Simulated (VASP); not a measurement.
A run of VASP 6.6.1 is set up as follows.

The input INCAR:

```
  PREC = Accurate
  ENCUT = 520
  EDIFF = 1E-6
  ISMEAR = 0
  SIGMA = 0.1
  LREAL = False
  LASPH = True
  NELM = 80
  ALGO = Normal
  ISIF = 2
  LWAVE = False
  LCHARG = True
  LDIPOL = True
  IDIPOL = 3
  DIPOL = 0.5 0.5 0.355
  GGA = PE
  LELF = True
  LVHAR = True
  LVACPOTAV = True
  NBANDS = 47
```

The input KPOINTS:

```
Automatic mesh
0
Gamma
  9 6 1
```

Contents of POSCAR:

```
Ti6C
1.0
    2.9381632086      0.0000000000      0.0000000000
    0.0000000000      4.6504654178      0.0000000000
    0.0000000000      0.0000000000     21.2842240647
Ti C
6 1
Direct
    0.0000000000      0.7500000000      0.1879326203
    0.5000000000      0.2500000000      0.2277825419
    0.5000000000      0.7500000000      0.3074823851
    0.0000000000      0.2500000000      0.3461291958
    0.0000000000      0.7500000000      0.4220680041
    0.5000000000      0.2500000000      0.4596937166
    0.6666666667      0.4166666667      0.5319854186
```

Potentials or basis: VASP PAW PBE potentials, release 64 (Ti_sv, C).

The run is started by

```bash
$ cat potpaw_PBE.64/Ti_sv/POTCAR potpaw_PBE.64/C/POTCAR > POTCAR
$ mpirun -np 1 vasp_std > vasp.out
```

(1) Estimate the band gap on the k mesh.

(2) What does it give for the largest force?

## Answers

(1) zero (band 38 reaches 0.41 eV, above the bottom of band 39 at -0.13 eV).

(2) 2.117 eV/Å.
